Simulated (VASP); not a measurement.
Here is a VASP 6.6.1 calculation.

POSCAR

```
Ba2CaIrN6
1.0
    5.9441938300      0.0000000000      0.0000000000
    2.9288645800      5.1725438800      0.0000000000
    2.9288645800      1.7073791900      4.8826249900
Ir N Ba Ca
1 6 2 1
Direct
    0.5000000000      0.5000000000      0.5000000000
    0.7222000000      0.7222000000      0.2747000000
    0.2747000000      0.7222000000      0.7222000000
    0.7222000000      0.2747000000      0.7222000000
    0.2778000000      0.2778000000      0.7253000000
    0.2778000000      0.7253000000      0.2778000000
    0.7253000000      0.2778000000      0.2778000000
    0.2505000000      0.2505000000      0.2505000000
    0.7495000000      0.7495000000      0.7495000000
    0.0000000000      0.0000000000      0.0000000000
```

The input INCAR.step1:

```
SYSTEM = Ba2CaIrN6
ALGO     = Normal         ! electronic algorithm
EDIFF    = 1E-4           ! SCF threshold, eV
ENCUT    = 520            ! plane-wave cutoff, eV
GGA      = PE             ! functional
ISMEAR   = -5             ! smearing method
LASPH    = .True.         ! aspherical terms in the spheres
LCHARG   = .False.        ! write CHGCAR
LMAXMIX  = 4              ! l up to which the mixer works
LREAL    = .False.        ! projectors in reciprocal space
LWAVE    = .True.         ! write WAVECAR
NELM     = 100            ! most SCF steps
PREC     = Accurate       ! precision mode
SIGMA    = 0.036          ! smearing width, eV
```

INCAR.step2

```
SYSTEM = Ba2CaIrN6
ALGO     = Normal         ! electronic algorithm
EDIFF    = 1E-7           ! SCF threshold, eV
ENCUT    = 520            ! plane-wave cutoff, eV
ISIF     = 2              ! what is computed and relaxed
ISMEAR   = -1             ! smearing method
ISTART   = 1            
LASPH    = .True.         ! aspherical terms in the spheres
LCHARG   = .False.        ! write CHGCAR
LMAXMIX  = 4              ! l up to which the mixer works
LMIXTAU  = .True.       
LORBIT   = 10             ! projections on sites
LREAL    = .False.        ! projectors in reciprocal space
LWAVE    = .False.        ! write WAVECAR
METAGGA  = R2SCAN         ! meta-GGA
NELM     = 100            ! most SCF steps
PREC     = Accurate       ! precision mode
SIGMA    = 0.036          ! smearing width, eV
```

KPOINTS

```
k-points
0
Gamma
  7 7 7
  0 0 0
```

Potentials or basis: VASP PAW PBE potentials, release 64 (Ir, N, Ba_sv, Ca_sv).

The run is started by

```sh
$ cat potpaw_PBE.64/Ir/POTCAR potpaw_PBE.64/N/POTCAR potpaw_PBE.64/Ba_sv/POTCAR potpaw_PBE.64/Ca_sv/POTCAR > POTCAR
$ cp INCAR.step1 INCAR
$ mpirun -np 1 vasp_std > vasp.out
$ cp INCAR.step2 INCAR
$ mpirun -np 1 vasp_std > vasp.out
```

**Question.** Estimate the band gap on the k mesh.

**Answer.** Zero (an odd number of electrons rules out a gap without spin polarisation).

**Question.** Predict the largest force.

**Answer.** 1.821 eV/Å.

**Question.** What does it give for the pressure?

**Answer.** 10.4 GPa.

Forces on the atoms (eV/Å):
```
Ir   0.000  0.000  0.000
N    1.384  0.807 -0.866
N    0.203  1.476  1.047
N    1.384 -0.551  1.047
N   -1.384 -0.807  0.866
N   -1.384  0.551 -1.047
N   -0.203 -1.476 -1.047
Ba  -0.023 -0.013 -0.009
Ba   0.023  0.013  0.009
Ca   0.000  0.000  0.000
```

Caveat: the cell stands under pressure; the PAW data sets were made with another functional, which shifts forces and pressure a little; spin-orbit coupling is left out, which moves the levels of the heavy elements; an odd number of electrons without spin polarisation forces a metal; a magnetic or distorted state may lie lower.
